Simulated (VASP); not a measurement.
# Pt2C (P-4m2) in VASP: notebook

The runs below take Pt2C through single point, relaxation of cell and atoms, with PBE.

Program: VASP 6.6.1. These are calculated values, not measurements. Logs are shortened: lines on timing, memory, paths and dates and some standing lists are left out, and cuts for length are marked.

## Step 1: The cell of the first run

It takes space group P-4m2 (No. 115, tetragonal). The conventional cell has a = 2.830 Å, b = 2.830 Å, c = 5.073 Å, α = 90.00°, β = 90.00°, γ = 90.00°. Within 2.7 Å of Pt (site symmetry 2mm) lie 2 C at 2.02 Å. C (site symmetry -4m2) has 4 Pt at 2.02 Å within 2.7 Å.

The cell was generated, and may not be a known phase.

## Step 2: Single point, PBE

Contents of INCAR:

```
PREC = Accurate ; ENCUT = 520
EDIFF = 1E-6 ; ISMEAR = 0
SIGMA = 0.1 ; LREAL = False
LASPH = True ; NELM = 60
ALGO = Fast ; ISIF = 2
LWAVE = False ; LCHARG = False
GGA = PE ; NBANDS = 19
```

Contents of KPOINTS:

```
Automatic mesh
0
Gamma
  16 16 10
```

Contents of POSCAR:

```
Pt2C
1.0
    2.8303041647      0.0000000000      0.0000000000
    0.0000000000      2.8303041647      0.0000000000
    0.0000000000      0.0000000000      5.0733543597
Pt C
2 1
Direct
    0.5000000000      0.0000000000      0.7163201523
    0.0000000000      0.5000000000      0.2836798477
    0.0000000000      0.0000000000      0.0000000000
```

Potentials or basis: VASP PAW PBE potentials, release 64 (Pt, C).

Started as:

```console
cat potpaw_PBE.64/Pt/POTCAR potpaw_PBE.64/C/POTCAR > POTCAR
mpirun -np 1 vasp_std > vasp.out
```

OUTCAR:

```text
PREC = Accurate
   ENCUT = 520
   EDIFF = 1E-6
   ISMEAR = 0
   LREAL = False
   LASPH = True
   NELM = 60
   ISIF = 2
   GGA = PE

 ion  position               nearest neighbor table
   1  0.500  0.000  0.716-   3 2.02   3 2.02   2 2.97   2 2.97   2 2.97   2 2.97
   2  0.000  0.500  0.284-   3 2.02   3 2.02   1 2.97   1 2.97   1 2.97   1 2.97
   3  0.000  0.000  0.000-   1 2.02   2 2.02   2 2.02   1 2.02

  LATTYP: Found a simple tetragonal cell.
 ALAT       =     2.8303041647
 C/A-ratio  =     1.7925120639

  Lattice vectors:

 A1 = (   2.8303041647,   0.0000000000,   0.0000000000)
 A2 = (   0.0000000000,   2.8303041647,   0.0000000000)
 A3 = (   0.0000000000,   0.0000000000,   5.0733543597)

Analysis of symmetry for initial positions (statically):
=====================================================================
 Subroutine PRICEL returns:
 Original cell was already a primitive cell.

 Routine SETGRP: Setting up the symmetry group for a
 simple tetragonal supercell.

 Subroutine GETGRP returns: Found  8 space group operations
 (whereof  8 operations were pure point group operations)
 out of a pool of 16 trial point group operations.

The static configuration has the point symmetry D_2d.

Analysis of symmetry for dynamics (positions and initial velocities):
=====================================================================
 Subroutine PRICEL returns:
 Original cell was already a primitive cell.

 Routine SETGRP: Setting up the symmetry group for a
 simple tetragonal supercell.

 Subroutine GETGRP returns: Found  8 space group operations
 (whereof  8 operations were pure point group operations)
 out of a pool of 16 trial point group operations.

The dynamic configuration has the point symmetry D_2d.

 Subroutine INISYM returns: Found  8 space group operations
 (whereof  8 operations are pure point group operations),
 and found     1 'primitive' translations

----------------------------------------------------------------------------------------

                                     Primitive cell

  volume of cell :      40.6407

  direct lattice vectors                    reciprocal lattice vectors
     2.830304165  0.000000000  0.000000000     0.353318916  0.000000000  0.000000000
     0.000000000  2.830304165  0.000000000     0.000000000  0.353318916  0.000000000
     0.000000000  0.000000000  5.073354360     0.000000000  0.000000000  0.197108250

  length of vectors
     2.830304165  2.830304165  5.073354360     0.353318916  0.353318916  0.197108250

  position of ions in fractional coordinates (direct lattice)
     0.500000000  0.000000000  0.716320152
     0.000000000  0.500000000  0.283679848
     0.000000000  0.000000000  0.000000000

  ion indices of the primitive-cell ions
   primitive index   ion index
                 1           1
                 2           2
                 3           3

----------------------------------------------------------------------------------------

 KPOINTS: Automatic mesh

Automatic generation of k-mesh.
 Grid dimensions read from file:
 generate k-points for:   16   16   10

 Generating k-lattice:

  Cartesian coordinates                     Fractional coordinates (reciprocal lattice)
     0.022082432  0.000000000  0.000000000     0.062500000  0.000000000  0.000000000
     0.000000000  0.022082432  0.000000000     0.000000000  0.062500000  0.000000000
     0.000000000  0.000000000  0.019710825     0.000000000  0.000000000  0.100000000

  Length of vectors
     0.022082432  0.022082432  0.019710825

  Shift w.r.t. Gamma in fractional coordinates (k-lattice)
     0.000000000  0.000000000  0.000000000

 Subroutine IBZKPT returns following result:
 ===========================================

 Found    270 irreducible k-points:

 Following reciprocal coordinates:
            Coordinates               Weight
  0.000000  0.000000  0.000000      1.000000
  0.062500  0.000000  0.000000      4.000000
  0.125000  0.000000  0.000000      4.000000
  0.187500  0.000000  0.000000      4.000000
  0.250000  0.000000  0.000000      4.000000
  0.312500  0.000000  0.000000      4.000000
[... 16 lines left out ...]
  0.437500  0.125000  0.000000      8.000000
  0.500000  0.125000  0.000000      4.000000
 [... further k-points ...]
   k-points           NKPTS =    270   k-points in BZ     NKDIM =    270   number of bands    NBANDS=     19
   number of dos      NEDOS =    301   number of ions     NIONS =      3
   total plane-waves  NPLWV =  23040
   dimension x,y,z NGX =    24 NGY =   24 NGZ =   40
   dimension x,y,z NGXF=    48 NGYF=   48 NGZF=   80
   ions per type =               2   1
   NGX,Y,Z   is equivalent  to a cutoff of  14.10, 14.10, 13.11 a.u.
   NGXF,Y,Z  is equivalent  to a cutoff of  28.19, 28.19, 26.21 a.u.
 SYSTEM =  unknown system
   PREC   = accura    normal or accurate (medium, high low for compatibility)
   ISTART =      0    job   : 0-new  1-cont  2-samecut
   ICHARG =      2    charge: 1-file 2-atom 10-const
   ISPIN  =      1    spin polarized calculation?
   LNONCOLLINEAR =      F non collinear calculations
   LSORBIT =      F    spin-orbit coupling
   LASPH  =      T    aspherical Exc in radial PAW
   ENCUT  =  520.0 eV  38.22 Ry    6.18 a.u.   5.26  5.26  9.43*2*pi/ulx,y,z
   NELM   =     60;   NELMIN=  2; NELMDL= -5     # of ELM steps
   EDIFF  = 0.1E-05   stopping-criterion for ELM
   LREAL  =      F    real-space projection
   EDIFFG = 0.1E-04   stopping-criterion for IOM
   NSW    =      0    number of steps for IOM
   IBRION =     -1    ionic relax: 0-MD 1-quasi-New 2-CG
   NFREE  =      0    steps in history (QN), initial steepest desc. (CG)
   ISIF   =      2    stress and relaxation
   ISYM   =      2    0-nonsym 1-usesym 2-fastsym
   POTIM  = 0.5000    time-step for ionic-motion
   TEBEG  =    0.0;   TEEND  =   0.0 temperature during run
   PSTRESS=    0.0 pullay stress
   NELECT =      24.0000    total number of electrons
   NUPDOWN=      -1.0000    fix difference up-down
   EMIN   =  10.00;   EMAX   =-10.00  energy-range for DOS
   EFERMI =   0.00;   METHOD = LEGACY
   ISMEAR =     0;   SIGMA  =   0.10  broadening in eV -4-tet -1-fermi 0-gaus
   EFERMI_NEDOS =   21; number of points for ismear=-14 and -15
   IALGO  =     68    algorithm
   IMIX   =      4    mixing-type and parameters
     AMIX     =   0.40;   BMIX     =  1.00
     AMIX_MAG =   1.60;   BMIX_MAG =  1.00
  volume/ion in A,a.u.               =      13.55        91.42
  Fermi-wavevector in a.u.,A,eV,Ry     =   1.373488  2.595515 25.666961  1.886468
  Thomas-Fermi vector in A             =   2.499000
   LORBIT       =      0    0 simple, 1 ext, 2 COOP (PROOUT), +10 PAW based schemes
   GGA     = PE    functional components
   LHFCALC =     F    Hartree Fock is set to
   AEXX    =    0.0000 exact exchange contribution
   IVDW    =     0    specifies the selected vdW correction
   LEPSILON=     F    determine dielectric tensor
   LRPA    =     F    only Hartree local field effects (RPA)
 non-spin polarized calculation
 RMM-DIIS sequential band-by-band and
 Gauss-broadening in eV      SIGMA  =   0.10
  energy-cutoff  :      520.00
  volume of cell :       40.64
 maximum number of plane-waves:      1122
 NGX is ok and might be reduce to    24
   NGX = 11   NGY = 11   NGZ = 19

 number of electron      24.0000001 magnetization

 Free energy of the ion-electron system (eV)
  ---------------------------------------------------
  ext. energy  EPLUGINS =         0.00000000
  ---------------------------------------------------
  free energy    TOTEN  =       -19.96874171 eV

  energy without entropy =      -19.96044243  energy(sigma->0) =      -19.96459207

 E-fermi :   9.4517     XC(G=0): -12.6765

 val. band max:        9.4478493370   @ k =   0.3750   0.3750   0.0000
 cond. band min:       9.4604916829   @ k =   0.4375   0.0000   0.1000
 fundamental gap:      0.0126423460
 Fermi energy:         9.4517312897

 k-point     1 :       0.0000    0.0000    0.0000
  band No.  band energies     occupation
      1      -4.2598      2.00000
      2       1.3495      2.00000
      3       3.0270      2.00000
      4       4.0445      2.00000
      5       4.1067      2.00000
      6       4.3854      2.00000
[... 11 lines left out ...]
     18      23.9480      0.00000
     19      24.8363      0.00000

 k-point     2 :       0.0625    0.0000    0.0000
  band No.  band energies     occupation
      1      -4.2062      2.00000
      2       1.4067      2.00000
      3       3.0475      2.00000
      4       4.0666      2.00000
      5       4.0895      2.00000
      6       4.4050      2.00000
[... 11 lines left out ...]
     18      23.9096      0.00000
     19      24.0513      0.00000

 k-point     3 :       0.1250    0.0000    0.0000
  band No.  band energies     occupation
      1      -4.0510      2.00000
      2       1.5476      2.00000
      3       3.0698      2.00000
      4       4.0614      2.00000
      5       4.1271      2.00000
      6       4.4771      2.00000
[... 11 lines left out ...]
     18      22.4581      0.00000
     19      24.1224      0.00000

 k-point     4 :       0.1875    0.0000    0.0000
  band No.  band energies     occupation
      1      -3.8117      2.00000
      2       1.6793      2.00000
      3       3.0679      2.00000
      4       4.0242      2.00000
      5       4.2695      2.00000
      6       4.5834      2.00000
[... 11 lines left out ...]
     18      20.9445      0.00000
     19      23.0377      0.00000

 k-point     5 :       0.2500    0.0000    0.0000
  band No.  band energies     occupation
      1      -3.5170      2.00000
      2       1.7019      2.00000
      3       3.1086      2.00000
      4       3.8698      2.00000
      5       4.6037      2.00000
      6       4.7160      2.00000
[... 11 lines left out ...]
     18      20.0267      0.00000
     19      21.6990      0.00000

 k-point     6 :       0.3125    0.0000    0.0000
  band No.  band energies     occupation
      1      -3.2060      2.00000
      2       1.6430      2.00000
      3       3.0979      2.00000
      4       3.7549      2.00000
      5       4.8578      2.00000
      6       4.8601      2.00000
[... 11 lines left out ...]
     18      20.4419      0.00000
     19      20.8003      0.00000

 k-point     7 :       0.3750    0.0000    0.0000
  band No.  band energies     occupation
      1      -2.9272      2.00000
      2       1.6074      2.00000
      3       2.8664      2.00000
      4       3.8090      2.00000
      5       4.9044      2.00000
      6       4.9861      2.00000
[... 11 lines left out ...]
     18      20.0781      0.00000
     19      21.1511      0.00000

 k-point     8 :       0.4375    0.0000    0.0000
  band No.  band energies     occupation
      1      -2.7321      2.00000
      2       1.6472      2.00000
      3       2.5614      2.00000
      4       3.9042      2.00000
      5       4.9019      2.00000
      6       5.0760      2.00000
[... 256 lines left out ...]
 k-point    20 :       0.2500    0.1250    0.0000
  band No.  band energies     occupation
      1      -3.3422      2.00000
      2       1.9702      2.00000
      3       3.0268      2.00000
      4       4.0499      2.00000
      5       4.3816      2.00000
      6       4.9351      2.00000
[... 11 lines left out ...]
     18      20.4650      0.00000
     19      22.1337      0.00000

 k-point    21 :       0.3125    0.1250    0.0000
  band No.  band energies     occupation
      1      -3.0494      2.00000
      2       1.8922      2.00000
      3       3.1126      2.00000
      4       3.8285      2.00000
      5       4.4593      2.00000
      6       5.0268      2.00000
[... 11 lines left out ...]
     18      20.8667      0.00000
     19      21.2872      0.00000

 k-point    22 :       0.3750    0.1250    0.0000
  band No.  band energies     occupation
      1      -2.7894      2.00000
      2       1.8545      2.00000
      3       2.9492      2.00000
      4       3.8136      2.00000
      5       4.3974      2.00000
      6       5.1229      2.00000
[... 11 lines left out ...]
     18      20.5604      0.00000
     19      21.4062      0.00000

 k-point    23 :       0.4375    0.1250    0.0000
  band No.  band energies     occupation
      1      -2.6090      2.00000
      2       1.9243      2.00000
      3       2.6166      2.00000
      4       3.9470      2.00000
      5       4.2783      2.00000
      6       5.2148      2.00000
[... 11 lines left out ...]
     18      20.3197      0.00000
     19      21.6574      0.00000

 k-point    24 :       0.5000    0.1250    0.0000
  band No.  band energies     occupation
      1      -2.5444      2.00000
      2       2.0245      2.00000
      3       2.4100      2.00000
      4       4.0431      2.00000
      5       4.1933      2.00000
      6       5.2533      2.00000
[... 11 lines left out ...]
     18      20.2494      0.00000
     19      21.7662      0.00000

 [... further k-points ...]

------------------------ aborting loop because EDIFF is reached ----------------------------------------

  FORCE on cell =-STRESS in cart. coord.  units (eV):
  Direction    XX          YY          ZZ          XY          YZ          ZX
  --------------------------------------------------------------------------------------
  -------------------------------------------------------------------------------------
  Total       -0.0115741     -0.0115741      0.0668755      0.0000000      0.0000000      0.0000000
  in kB       -0.4562863     -0.4562863      2.6364315      0.0000000      0.0000000      0.0000000
  external PRESSURE =       0.5746196 kB  Pullay stress =       0.0000000 kB

 VOLUME and BASIS-vectors are now :
 -----------------------------------------------------------------------------
  energy-cutoff  :      520.00
  volume of cell :       40.64
      direct lattice vectors                 reciprocal lattice vectors
     2.830304165  0.000000000  0.000000000     0.353318916  0.000000000  0.000000000
     0.000000000  2.830304165  0.000000000     0.000000000  0.353318916  0.000000000
     0.000000000  0.000000000  5.073354360     0.000000000  0.000000000  0.197108250

 POSITION                                       TOTAL-FORCE (eV/Angst)
 -----------------------------------------------------------------------------------
      1.41515      0.00000      3.63415        -0.000000     -0.000000     -0.059126
      0.00000      1.41515      1.43921         0.000000      0.000000      0.059126
      0.00000      0.00000      0.00000         0.000000      0.000000      0.000000
 -----------------------------------------------------------------------------------
    total drift:                                0.000000      0.000000     -0.000000

  FREE ENERGIE OF THE ION-ELECTRON SYSTEM (eV)
  ---------------------------------------------------
  free  energy   TOTEN  =       -19.9687417096 eV

  energy  without entropy=      -19.9604424305  energy(sigma->0) =      -19.96459207
```

It took 5.3 min on 1 thread of Oxide Virtual Turin-like, shared host; peak memory 0.27 GiB.

What came out:

```
Free energy            : -19.9687 eV
Pressure               : 0.1 GPa
Largest force          : 0.059 eV/Å
Band gap on the k mesh : zero (bands 12 and 13 overlap by 2.72 eV)
```

Forces in eV/Å, atoms in the order of the input:
```
Pt   0.000  0.000 -0.059
Pt   0.000  0.000  0.059
C    0.000  0.000  0.000
```

Levels at points of the mesh, in eV from the Fermi level:
| k point | band 8 | band 9 | band 10 | band 11 | band 12 | band 13 | band 14 | band 15 | band 16 | band 17 |
| --- | --- | --- | --- | --- | --- | --- | --- | --- | --- | --- |
| (0.00, 0.00, 0.00) | -2.89 | -1.59 | -1.59 | -1.59 | -1.57 | -1.08 | 2.77 | 2.77 | 8.32 | 8.61 |
| (0.50, 0.00, 0.00) | -3.14 | -2.92 | -1.83 | -1.05 | -0.03 | 0.48 | 2.77 | 4.30 | 5.22 | 6.28 |
| (0.50, 0.50, 0.00) | -2.97 | -1.97 | -0.59 | -0.59 | 0.76 | 0.76 | 2.15 | 3.06 | 7.16 | 7.16 |
| (0.00, 0.00, 0.50) | -3.63 | -2.68 | -2.68 | -1.50 | -1.17 | 0.73 | 4.11 | 4.11 | 6.47 | 12.46 |
| (0.50, 0.00, 0.50) | -3.15 | -2.67 | -2.25 | -1.72 | -1.53 | 1.03 | 1.30 | 3.64 | 6.52 | 8.90 |
| (0.50, 0.50, 0.50) | -3.57 | -1.11 | -0.44 | -0.44 | 1.47 | 1.54 | 1.54 | 4.84 | 6.38 | 7.95 |

Caveat: spin-orbit coupling is left out, which moves the levels of the heavy elements.

(Part 1 of 2 ends here.)
